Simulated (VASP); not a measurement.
# Si9C3N8 in VASP: a series of runs

Runs on Si9C3N8. Level: PBE. Tasks: single point.

All numbers are computed with VASP 6.6.1; they aren't measurements. Logs are shortened: lines on timing, memory, paths and dates and some standing lists are left out, and cuts for length are marked.

## (1) The cell of the first run

The cell holds a disordered packing, 20 atoms: a = 6.543 Å, b = 5.881 Å, c = 6.253 Å, α = 90.57°, β = 90.94°, γ = 91.95°.

## (2) Single point, PBE

The input, INCAR:

```
ALGO = Normal
EDIFF = 1E-6
ENCUT = 520
GGA = PE
GGA_COMPAT = False
ISIF = 2
ISMEAR = -1
ISYM = -1
LASPH = True
LCHARG = False
LREAL = Auto
LWAVE = False
NBANDS = 60
NELM = 120
PREC = Accurate
SIGMA = 0.3447
```

The input, KPOINTS:

```
explicit points
1
Reciprocal
  0.25000000   0.25000000   0.25000000 1
```

The input, POSCAR:

```
Si9C3N8
1.0
    6.5417270000     -0.1058040000     -0.0528750000
   -0.1058040000      5.8803450000     -0.0308140000
   -0.0528750000     -0.0308140000      6.2531300000
Si C N
9 3 8
Direct
    0.7224845502      0.7898208181      0.8982976380
    0.6354246990      0.1129063005      0.4215786615
   -0.0163694501      0.9615768000      0.0661154482
    0.3441527167      0.1559937980      0.1374250764
    0.2221559553      0.5885810453      0.2360166880
    0.2819370271      0.7857514319      0.7861828500
    0.4693648813      0.3293036897      0.6930169102
   -0.0353974976      0.0495221524      0.4753208926
    0.7579021033      0.5593906275      0.3656716135
    0.3605733535      0.8035910060      1.1206675968
    1.0780914740      0.2560834727      0.9294079993
    0.6513334638      0.3459703995      0.0058941664
    0.2736131669      0.2581729443      0.8655680655
    0.3152978642      0.5774123219      0.6036504531
    0.1681295109      0.0981006945      0.3293033605
    0.1372716525      1.0040288381      0.6583717887
    0.5373691659     -0.0628194256      0.6944667194
    0.6520672889      0.0952409801      0.1043841746
    0.9930696209      0.4283034977      0.9853830482
    0.5197646167      0.4232688340      0.2063865872
```

Potentials or basis: VASP PAW PBE potentials, release 64 (Si, C, N).

Started as:

```sh
cat potpaw_PBE.64/Si/POTCAR potpaw_PBE.64/C/POTCAR potpaw_PBE.64/N/POTCAR > POTCAR
mpirun -np 1 vasp_std > vasp.out
```

OUTCAR:

```text
EDIFF = 1E-6
   ENCUT = 520
   GGA = PE
   ISIF = 2
   ISMEAR = -1
   ISYM = -1
   LASPH = True
   LREAL = Auto
   NELM = 120
   PREC = Accurate

 ion  position               nearest neighbor table
   1  0.722  0.790  0.898-  17 1.97   3 2.20  18 2.26   6 2.95
   2  0.635  0.113  0.422-  18 1.99  17 2.10   8 2.22   7 2.41  20 2.41   4 2.60   9 2.75
   3  0.984  0.962  0.066-  11 2.02  15 2.16   1 2.20  18 2.35   8 2.61   4 2.62   6 2.86   5 2.93

   4  0.344  0.156  0.137-  15 1.71  13 1.86  20 1.96  18 2.07  10 2.08  11 2.25  12 2.43   2 2.60
                             3 2.62   5 2.76   7 3.08   6 3.09
   5  0.222  0.589  0.236-  10 1.70  20 2.22  19 2.32  14 2.37   4 2.76   3 2.93   6 3.08
   6  0.282  0.786  0.786-  14 1.69  16 1.81  17 1.96  10 2.15   3 2.86   1 2.95   7 3.04   5 3.08
                             4 3.09
   7  0.469  0.329  0.693-  13 1.73  14 1.89  12 2.27  17 2.36   2 2.41   6 3.04   4 3.08   9 3.10

   8  0.965  0.050  0.475-  16 1.63  15 1.65   2 2.22   3 2.61
   9  0.758  0.559  0.366-  20 1.98   2 2.75   7 3.10
  10  0.361  0.804  0.121-   5 1.70   4 2.08   6 2.15
  11  0.078  0.256  0.929-  19 1.22  13 1.35   3 2.02   4 2.25
  12  0.651  0.346  0.006-  20 1.60  18 1.60   7 2.27   4 2.43
  13  0.274  0.258  0.866-  11 1.35   7 1.73   4 1.86
  14  0.315  0.577  0.604-   6 1.69   7 1.89   5 2.37
  15  0.168  0.098  0.329-   8 1.65   4 1.71   3 2.16
  16  0.137  0.004  0.658-   8 1.63   6 1.81
  17  0.537  0.937  0.694-   6 1.96   1 1.97   2 2.10   7 2.36
  18  0.652  0.095  0.104-  12 1.60   2 1.99   4 2.07   1 2.26   3 2.35
  19  0.993  0.428  0.985-  11 1.22   5 2.32
  20  0.520  0.423  0.206-  12 1.60   4 1.96   9 1.98   5 2.22   2 2.41

IMPORTANT INFORMATION: All symmetrisations will be switched off!
NOSYMM: (Re-)initialisation of all symmetry stuff for point group C_1.

----------------------------------------------------------------------------------------

                                     Primitive cell

  volume of cell :     240.4500

  direct lattice vectors                    reciprocal lattice vectors
     6.541727000 -0.105804000 -0.052875000     0.152920006  0.002758309  0.001306648
    -0.105804000  5.880345000 -0.030814000     0.002758309  0.170112194  0.000861598
    -0.052875000 -0.030814000  6.253130000     0.001306648  0.000861598  0.159935207

  length of vectors
     6.542796221  5.881377501  6.253429464     0.152950462  0.170136737  0.159942865

  position of ions in fractional coordinates (direct lattice)
     0.722484550  0.789820818  0.898297638
     0.635424699  0.112906301  0.421578661
     0.983630550  0.961576800  0.066115448
     0.344152717  0.155993798  0.137425076
     0.222155955  0.588581045  0.236016688
     0.281937027  0.785751432  0.786182850
[... 12 lines left out ...]
     0.993069621  0.428303498  0.985383048
     0.519764617  0.423268834  0.206386587

  ion indices of the primitive-cell ions
   primitive index   ion index
                 1           1
                 2           2
                 3           3
                 4           4
                 5           5
                 6           6
[... 12 lines left out ...]
                19          19
                20          20

----------------------------------------------------------------------------------------

 KPOINTS: explicit points

Read explicit list of k-points.

 Found      1 k-points:

 Following reciprocal coordinates:
            Coordinates               Weight
  0.250000  0.250000  0.250000      1.000000
   k-points           NKPTS =      1   k-points in BZ     NKDIM =      1   number of bands    NBANDS=     60
   number of dos      NEDOS =    301   number of ions     NIONS =     20
   total plane-waves  NPLWV = 115200
   dimension x,y,z NGX =    50 NGY =   48 NGZ =   48
   dimension x,y,z NGXF=   100 NGYF=   96 NGZF=   96
   ions per type =               9   3   8
   NGX,Y,Z   is equivalent  to a cutoff of  12.70, 13.57, 12.76 a.u.
   NGXF,Y,Z  is equivalent  to a cutoff of  25.41, 27.14, 25.52 a.u.
 SYSTEM =  unknown system
   PREC   = accura    normal or accurate (medium, high low for compatibility)
   ISTART =      0    job   : 0-new  1-cont  2-samecut
   ICHARG =      2    charge: 1-file 2-atom 10-const
   ISPIN  =      1    spin polarized calculation?
   LNONCOLLINEAR =      F non collinear calculations
   LSORBIT =      F    spin-orbit coupling
   LASPH  =      T    aspherical Exc in radial PAW
   ENCUT  =  520.0 eV  38.22 Ry    6.18 a.u.  12.17 10.94 11.63*2*pi/ulx,y,z
   NELM   =    120;   NELMIN=  2; NELMDL= -5     # of ELM steps
   EDIFF  = 0.1E-05   stopping-criterion for ELM
   LREAL  =      T    real-space projection
   EDIFFG = 0.1E-04   stopping-criterion for IOM
   NSW    =      0    number of steps for IOM
   IBRION =     -1    ionic relax: 0-MD 1-quasi-New 2-CG
   NFREE  =      0    steps in history (QN), initial steepest desc. (CG)
   ISIF   =      2    stress and relaxation
   ISYM   =     -1    0-nonsym 1-usesym 2-fastsym
   POTIM  = 0.5000    time-step for ionic-motion
   TEBEG  =    0.0;   TEEND  =   0.0 temperature during run
   PSTRESS=    0.0 pullay stress
   NELECT =      88.0000    total number of electrons
   NUPDOWN=      -1.0000    fix difference up-down
   EMIN   =  10.00;   EMAX   =-10.00  energy-range for DOS
   EFERMI =   0.00;   METHOD = LEGACY
   ISMEAR =    -1;   SIGMA  =   0.34  broadening in eV -4-tet -1-fermi 0-gaus
   EFERMI_NEDOS =   21; number of points for ismear=-14 and -15
   IALGO  =     38    algorithm
   IMIX   =      4    mixing-type and parameters
     AMIX     =   0.40;   BMIX     =  1.00
     AMIX_MAG =   1.60;   BMIX_MAG =  1.00
  volume/ion in A,a.u.               =      12.02        81.13
  Fermi-wavevector in a.u.,A,eV,Ry     =   1.171011  2.212889 18.657203  1.371266
  Thomas-Fermi vector in A             =   2.307461
   LORBIT       =      0    0 simple, 1 ext, 2 COOP (PROOUT), +10 PAW based schemes
   GGA     = PE    functional components
   LHFCALC =     F    Hartree Fock is set to
   AEXX    =    0.0000 exact exchange contribution
   IVDW    =     0    specifies the selected vdW correction
   LEPSILON=     F    determine dielectric tensor
   LRPA    =     F    only Hartree local field effects (RPA)
 non-spin polarized calculation
  energy-cutoff  :      520.00
  volume of cell :      240.45
 maximum number of plane-waves:      6468
 NGX is ok and might be reduce to    48
   NGX = 25   NGY = 21   NGZ = 23

 number of electron      88.0000002 magnetization

 Free energy of the ion-electron system (eV)
  ---------------------------------------------------
  ext. energy  EPLUGINS =         0.00000000
  ---------------------------------------------------
  free energy    TOTEN  =      -125.16798324 eV

  energy without entropy =     -122.60188128  energy(sigma->0) =     -123.88493226

 E-fermi :   6.7261     XC(G=0): -10.5973

 val. band max:        6.6174098199   @ k =   0.2500   0.2500   0.2500
 cond. band min:       7.2569351960   @ k =   0.2500   0.2500   0.2500
 fundamental gap:      0.6395253761
 Fermi energy:         6.7260733520

 k-point     1 :       0.2500    0.2500    0.2500
  band No.  band energies     occupation
      1     -13.6038      2.00000
      2     -12.0262      2.00000
      3     -10.7419      2.00000
      4     -10.1556      2.00000
      5      -9.2270      2.00000
      6      -8.5964      2.00000
[... 48 lines left out ...]
     55      10.0866      0.00012
     56      10.2581      0.00007
 [bands above 56 left out]

------------------------ aborting loop because EDIFF is reached ----------------------------------------

  FORCE on cell =-STRESS in cart. coord.  units (eV):
  Direction    XX          YY          ZZ          XY          YZ          ZX
  --------------------------------------------------------------------------------------
  -------------------------------------------------------------------------------------
  Total        4.1185468      8.5119797     -6.9637220      5.6207247      9.7154591     -2.1342714
  in kB       27.4428896     56.7174133    -46.4009918     37.4522705     64.7364929    -14.2211753
  external PRESSURE =      12.5864370 kB  Pullay stress =       0.0000000 kB

 VOLUME and BASIS-vectors are now :
 -----------------------------------------------------------------------------
  energy-cutoff  :      520.00
  volume of cell :      240.45
      direct lattice vectors                 reciprocal lattice vectors
     6.541727000 -0.105804000 -0.052875000     0.152920006  0.002758309  0.001306648
    -0.105804000  5.880345000 -0.030814000     0.002758309  0.170112194  0.000861598
    -0.052875000 -0.030814000  6.253130000     0.001306648  0.000861598  0.159935207

 POSITION                                       TOTAL-FORCE (eV/Angst)
 -----------------------------------------------------------------------------------
      4.59523      4.54030      5.55463        -3.062520      0.836800     -0.898070
      4.12254      0.58371      2.59911        -0.500592     -0.328757      0.941599
      6.32941      5.54829      0.33179         1.717025      0.579269      0.595950
      2.22758      0.87665      0.83633         2.083728     -1.821709     -0.117839
      1.37853      3.43028      1.44596        -0.859881     -2.228171      2.545774
      1.71965      4.56643      4.87698         1.364310      2.358073     -0.667953
[... 12 lines left out ...]
      6.39897      2.38314      6.09602        -2.701979      4.095040      0.848870
      3.34446      2.42761      1.25004         0.250511     -0.012038     -0.762268
 -----------------------------------------------------------------------------------
    total drift:                                0.002224     -0.002083      0.005867

  FREE ENERGIE OF THE ION-ELECTRON SYSTEM (eV)
  ---------------------------------------------------
  free  energy   TOTEN  =      -125.1679832385 eV

  energy  without entropy=     -122.6018812796  energy(sigma->0) =     -123.88493226
```

It took 30 s on 1 thread of AMD EPYC 7R13 (Zen 3), shared host; peak memory 0.28 GiB.

What came out:

```yaml
Free_energy: -125.1680 eV
Pressure: 1.3 GPa
Largest_force: 6.067 eV/Å
```

Forces on the atoms (eV/Å):
```
Si  -3.063  0.837 -0.898
Si  -0.501 -0.329  0.942
Si   1.717  0.579  0.596
Si   2.084 -1.822 -0.118
Si  -0.860 -2.228  2.546
Si   1.364  2.358 -0.668
Si  -0.212  1.430  0.941
Si  -0.109 -0.637  0.247
Si  -0.497 -0.088 -0.157
C   -0.382  3.278 -5.092
C   -0.785 -2.461 -0.707
C   -1.516 -1.666  1.476
N    2.166 -1.162  3.547
N    0.734 -2.251 -1.461
N    0.396  2.227 -3.625
N   -0.310 -3.932  3.114
N    1.179 -0.002  0.871
N    1.045  1.786 -1.641
N   -2.702  4.095  0.849
N    0.251 -0.012 -0.762
```

Stress tensor (GPa, compression positive):
```
 2.74  3.75 -1.42
 3.75  5.67  6.47
-1.42  6.47 -4.64
```

Levels at points of the mesh, in eV from the Fermi level:
```tsv
k point	band 43	band 44	band 45	band 46	band 47	band 48
(0.25, 0.25, 0.25)	-0.35	-0.17	-0.11	0.53	0.89	1.21
```

Caveat: the atoms stand as in a frame of molecular dynamics.

## (3) Single point, PBE

The input, INCAR:

```
SYSTEM = Si9C3N8
PREC = Accurate
ENCUT = 520
EDIFF = 1E-6
ISMEAR = -1
SIGMA = 0.3447
LREAL = Auto
LASPH = .True.
NELM = 120
ALGO = Normal
ISIF = 2
LWAVE = .False.
LCHARG = .True.
GGA = PE
LELF = .True.
LVHAR = .True.
ISYM = -1
NBANDS = 60
GGA_COMPAT = .False.
```

KPOINTS is that of step 2.

The input, POSCAR:

```
Si9C3N8
1.0
    6.5417270000     -0.1058040000     -0.0528750000
   -0.1058040000      5.8803450000     -0.0308140000
   -0.0528750000     -0.0308140000      6.2531300000
Si C N
9 3 8
Direct
    0.6863307950      0.7378769139      0.9193638514
    0.6612532938      0.0195499425      0.4999728424
    0.0074351692      0.8712370212     -0.1223927166
    0.2872725535      0.0170979448      0.2699496720
    0.3713073681      0.5323813553      0.1615576001
    0.2665321564      0.6986975357      0.6094110555
    0.5649955401      0.3861281369      0.6058567936
   -0.0031239687      0.1310844883      0.5058266912
    0.8377996272      0.5569788498      0.2830610273
    0.2201070051      0.7747663940      1.1148662845
    1.1599722219      0.2882180203      0.7074606927
    0.8532273710      0.2562668067     -0.0281895622
    0.2776753860      0.4047092854      0.8355311337
    0.3700065426      0.5071155071      0.4201974616
    0.4183506832      0.2415113959      0.1226115920
    0.0512753200      0.8855791142      0.6088006194
    0.5199905939     -0.1661314048      0.7222671413
    0.9712140400      0.1256092880      0.0492509298
    0.7140948111      0.3940796332      0.8385835466
    0.6249789994      0.7114521028      0.2133620203
```

Potentials or basis: VASP PAW PBE potentials, release 64 (Si, C, N).

Started as:

```sh
cat potpaw_PBE.64/Si/POTCAR potpaw_PBE.64/C/POTCAR potpaw_PBE.64/N/POTCAR > POTCAR
mpirun -np 1 vasp_std > vasp.out
```

OUTCAR:

```text
SYSTEM = Si9C3N8
   PREC = Accurate
   ENCUT = 520
   EDIFF = 1E-6
   ISMEAR = -1
   LREAL = Auto
   LASPH = .True.
   NELM = 120
   ISIF = 2
   GGA = PE
   ISYM = -1

 ion  position               nearest neighbor table
   1  0.686  0.738  0.919-  17 1.74  20 1.90  19 2.09   3 2.24   9 2.71   5 2.82   7 2.92   2 3.12

   2  0.661  0.020  0.500-  17 2.00   8 2.27   7 2.36   4 2.82   1 3.12
   3  0.007  0.871  0.878-  16 1.71  18 1.86  10 2.11   1 2.24  12 2.58   6 2.63   8 2.80   4 3.13

   4  0.287  0.017  0.270-  10 1.76  15 1.82   8 2.53   2 2.82   6 2.85   5 2.99   3 3.13   5 3.14

   5  0.371  0.532  0.162-  14 1.63  15 1.76  10 1.79  20 1.96  13 2.23   1 2.82   4 2.99   6 3.05
                             9 3.13   4 3.14
   6  0.267  0.699  0.609-  14 1.78  16 1.82  17 1.93  13 2.25  11 2.57   3 2.63   7 2.73   4 2.85
                             5 3.05
   7  0.565  0.386  0.606-  19 1.74  14 1.87   2 2.36  13 2.39   6 2.73   9 2.88   1 2.92
   8  0.997  0.131  0.506-  16 1.63  11 1.86   2 2.27   4 2.53   3 2.80   9 3.08
   9  0.838  0.557  0.283-  20 1.74   1 2.71   7 2.88   8 3.08   5 3.13
  10  0.220  0.775  0.115-   4 1.76   5 1.79   3 2.11
  11  0.160  0.288  0.707-  13 1.28   8 1.86   6 2.57
  12  0.853  0.256  0.972-  18 1.21  19 1.49   3 2.58
  13  0.278  0.405  0.836-  11 1.28   5 2.23   6 2.25   7 2.39
  14  0.370  0.507  0.420-   5 1.63   6 1.78   7 1.87
  15  0.418  0.242  0.123-   5 1.76   4 1.82
  16  0.051  0.886  0.609-   8 1.63   3 1.71   6 1.82
  17  0.520  0.834  0.722-   1 1.74   6 1.93   2 2.00
  18  0.971  0.126  0.049-  12 1.21   3 1.86
  19  0.714  0.394  0.839-  12 1.49   7 1.74   1 2.09
  20  0.625  0.711  0.213-   9 1.74   1 1.90   5 1.96

IMPORTANT INFORMATION: All symmetrisations will be switched off!
NOSYMM: (Re-)initialisation of all symmetry stuff for point group C_1.

----------------------------------------------------------------------------------------

                                     Primitive cell

  volume of cell :     240.4500
[... 107 lines left out ...]
   LORBIT       =      0    0 simple, 1 ext, 2 COOP (PROOUT), +10 PAW based schemes
   GGA     = PE    functional components
   LHFCALC =     F    Hartree Fock is set to
   AEXX    =    0.0000 exact exchange contribution
   IVDW    =     0    specifies the selected vdW correction
   LEPSILON=     F    determine dielectric tensor
   LRPA    =     F    only Hartree local field effects (RPA)
 non-spin polarized calculation
  energy-cutoff  :      520.00
  volume of cell :      240.45
 maximum number of plane-waves:      6468
 NGX is ok and might be reduce to    48
   NGX = 25   NGY = 21   NGZ = 23

 number of electron      87.9999999 magnetization

 Free energy of the ion-electron system (eV)
  ---------------------------------------------------
  ext. energy  EPLUGINS =         0.00000000
  ---------------------------------------------------
  free energy    TOTEN  =      -131.90867189 eV

  energy without entropy =     -129.67632117  energy(sigma->0) =     -130.79249653

 E-fermi :   6.8657     XC(G=0): -10.5452

 val. band max:        6.6148416369   @ k =   0.2500   0.2500   0.2500
 cond. band min:       6.9609114823   @ k =   0.2500   0.2500   0.2500
 fundamental gap:      0.3460698454
 Fermi energy:         6.8656928012

 k-point     1 :       0.2500    0.2500    0.2500
  band No.  band energies     occupation
      1     -13.2344      2.00000
      2     -12.3370      2.00000
      3     -11.3036      2.00000
      4     -10.6735      2.00000
      5     -10.2957      2.00000
      6      -9.3649      2.00000
[... 48 lines left out ...]
     55      10.3243      0.00009
     56      10.4686      0.00006
 [bands above 56 left out]

------------------------ aborting loop because EDIFF is reached ----------------------------------------

  FORCE on cell =-STRESS in cart. coord.  units (eV):
  Direction    XX          YY          ZZ          XY          YZ          ZX
  --------------------------------------------------------------------------------------
  -------------------------------------------------------------------------------------
  Total       -3.3099896      3.3178134      9.8662815      3.2135111      2.0409451     -7.1150466
  in kB      -22.0552742     22.1074062     65.7414594     21.4124144     13.5993187    -47.4093047
  external PRESSURE =      21.9311971 kB  Pullay stress =       0.0000000 kB

 VOLUME and BASIS-vectors are now :
 -----------------------------------------------------------------------------
  energy-cutoff  :      520.00
  volume of cell :      240.45
      direct lattice vectors                 reciprocal lattice vectors
     6.541727000 -0.105804000 -0.052875000     0.152920006  0.002758309  0.001306648
    -0.105804000  5.880345000 -0.030814000     0.002758309  0.170112194  0.000861598
    -0.052875000 -0.030814000  6.253130000     0.001306648  0.000861598  0.159935207

 POSITION                                       TOTAL-FORCE (eV/Angst)
 -----------------------------------------------------------------------------------
      4.36311      4.23803      5.68988        -0.830732     -1.687271      1.169117
      4.29723      0.02959      3.09083        -3.646462     -0.679359      0.227339
     -0.08994      5.09534      5.46055         1.281827     -0.463113      4.124823
      1.86318      0.06183      1.67231         1.501341      3.732172     -0.624645
      2.36412      3.08632      0.97420         1.317553     -1.326395     -1.857232
      1.63743      4.06160      3.77510         2.589353      0.835688     -0.659977
[... 12 lines left out ...]
      4.58538      2.21593      5.19387         3.133398      0.123344      3.406033
      4.00189      4.11088      1.27921         0.961849      0.314401     -3.527780
 -----------------------------------------------------------------------------------
    total drift:                               -0.008470      0.004612      0.000910

  FREE ENERGIE OF THE ION-ELECTRON SYSTEM (eV)
  ---------------------------------------------------
  free  energy   TOTEN  =      -131.9086718934 eV

  energy  without entropy=     -129.6763211683  energy(sigma->0) =     -130.79249653
```

Run time: 32 s. Hardware: 1 thread of AMD EPYC 7R13 (Zen 3), shared host; peak memory 0.28 GiB.

What came out:

| Quantity | Value |
| --- | --- |
| Free energy | -131.9087 eV |
| Pressure | 2.2 GPa |
| Largest force | 8.442 eV/Å |

Forces in eV/Å, atoms in the order of the input:
```
Si  -0.831 -1.687  1.169
Si  -3.646 -0.679  0.227
Si   1.282 -0.463  4.125
Si   1.501  3.732 -0.625
Si   1.318 -1.326 -1.857
Si   2.589  0.836 -0.660
Si  -0.307 -0.838 -1.902
Si   1.021  3.538 -2.404
Si   0.565 -1.045  0.587
C   -2.742 -0.663 -2.827
C    1.060  1.273  1.469
C   -5.110  6.534 -1.568
N   -1.798  0.247 -3.487
N   -1.559  0.194  6.887
N   -0.762 -0.903  0.888
N    2.618 -6.662  2.555
N    0.065 -0.397 -1.062
N    0.640 -2.129 -1.393
N    3.133  0.123  3.406
N    0.962  0.314 -3.528
```

Caveat: the atoms stand as in a frame of molecular dynamics.

(Continued in part 2 of 2.)
